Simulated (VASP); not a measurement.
The system is Rh.

```
CELL_PARAMETERS angstrom
0.00000 1.90299 1.90299
1.90299 0.00000 1.90299
1.90299 1.90299 0.00000
ATOMIC_POSITIONS crystal
Rh 0.00000 0.00000 0.00000
```

- Program: VASP 6.6.1
- Task: relaxation of cell and atoms
- Functional: PBE
- Potentials or basis: VASP PAW PBE potentials, release 64 (Rh_pv)
- Cutoff: 500 eV
- k mesh: 17 × 17 × 17
- Occupations: fermi-dirac, width 1 eV
- Spin: no spin polarisation

At the start: pressure 30.9 GPa; volume 13.78 Å³/atom.

Question: Where does the relaxation end?

Answer: Over 19 steps the energy falls by 181.4 meV/atom and the volume is 15.99 Å³/atom (+16.0 %); space group Fm-3m (No. 225, to 0.1 Å) before and after.

Step by step:
| step | energy change (eV) | largest force (eV/Å) | pressure (GPa) | volume (Å³) |
| --- | --- | --- | --- | --- |
| 1 | 0.0000 | 0.0000 | 30.90 | 13.78 |
| 2 | 0.0653 | 0.0000 | -16.44 | 19.79 |
| 3 | -0.1810 | 0.0000 | -1.02 | 16.11 |
| 4 | -0.1814 | 0.0000 | -0.25 | 16.02 |
| 5 | -0.1814 | 0.0000 | 0.15 | 15.97 |
| 6 | -0.1814 | 0.0000 | 0.15 | 15.97 |
| 7 | -0.1814 | 0.0000 | 0.15 | 15.97 |
| 8 | -0.1814 | 0.0000 | 0.15 | 15.97 |
| 9 | -0.1814 | 0.0000 | 0.15 | 15.97 |
| 10 | -0.1814 | 0.0000 | 0.15 | 15.97 |
| 11 | -0.1814 | 0.0000 | 0.15 | 15.97 |
| 12 | -0.1814 | 0.0000 | 0.15 | 15.97 |
| 13 | -0.1814 | 0.0000 | 0.15 | 15.97 |
| 14 | -0.1814 | 0.0000 | 0.14 | 15.97 |
| 15 | -0.1814 | 0.0000 | 0.14 | 15.98 |
| 16 | -0.1814 | 0.0000 | 0.13 | 15.98 |
| 17 | -0.1814 | 0.0000 | 0.12 | 15.98 |
| 18 | -0.1814 | 0.0000 | 0.10 | 15.98 |
| 19 | -0.1814 | 0.0000 | 0.05 | 15.99 |

Final structure:
```
CELL_PARAMETERS angstrom
0.00000 1.99941 1.99941
1.99941 0.00000 1.99941
1.99941 1.99941 0.00000
ATOMIC_POSITIONS crystal
Rh 0.00000 0.00000 0.00000
```

Caveat: the volume moved by over 15 % at a fixed basis, so the end points are rough; so wide a smearing shifts energies and pressures.
